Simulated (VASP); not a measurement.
Write the native input for VASP 6.6.1 that does the following.

| Item | Value |
| --- | --- |
| Task | electric field gradients |
| Functional | PBEsol |
| Potentials or basis | VASP PAW PBE potentials, release 64 (Sb) |
| Cutoff | 400 eV |
| k mesh | 9 × 9 × 9 |
| Occupations | fermi-dirac, width 0.05 eV |
| Spin | no spin polarisation |
| Dipole correction | no |
| Further INCAR settings | ALGO = Normal; EDIFF = 1e-08; NBANDS = 12 |

The structure of Sb lies in POSCAR:

```
Sb
1.0
    2.1648431334      1.2498727658      3.7687954246
   -2.1648431334      1.2498727658      3.7687954246
    0.0000000000     -2.4997455315      3.7687954246
Sb
2
Direct
    0.2336400000      0.2336400000      0.2336400000
    0.7663600000      0.7663600000      0.7663600000
```

This cell differs from its parent crystal: volume scaled by 1.02.

These files were run (other wordings do the same):

INCAR

```
PREC = Accurate ; ENCUT = 400
EDIFF = 1E-8 ; ISMEAR = -1
SIGMA = 0.05 ; LREAL = False
LASPH = True ; NELM = 120
ALGO = Normal ; ISIF = 2
LWAVE = False ; LCHARG = False
GGA = PS ; LEFG = True
NBANDS = 12 ; GGA_COMPAT = False
```

KPOINTS

```
regular mesh
0
Gamma
  9 9 9
```

Potentials or basis: VASP PAW PBE potentials, release 64 (Sb).

Launch:

```sh
$ cat potpaw_PBE.64/Sb/POTCAR > POTCAR
$ mpirun -np 1 vasp_std > vasp.out
```

It gave:

| Quantity | Value |
| --- | --- |
| Pressure | -0.6 GPa |
| Largest force | 0.096 eV/Å |
| Band gap on the k mesh | 0.11 eV, indirect (least direct gap 0.49 eV) |

Caveat: without QUAD_EFG the Cq values of the log hold for a quadrupole moment of 1 mb, not for the nuclei; the PAW data sets were made with another functional, which shifts forces and pressure a little; spin-orbit coupling is left out, which moves the levels of the heavy elements.

Run time: 78 s on 1 thread of Intel Xeon 8259CL, with other jobs on the host, peak memory 0.18 GiB.
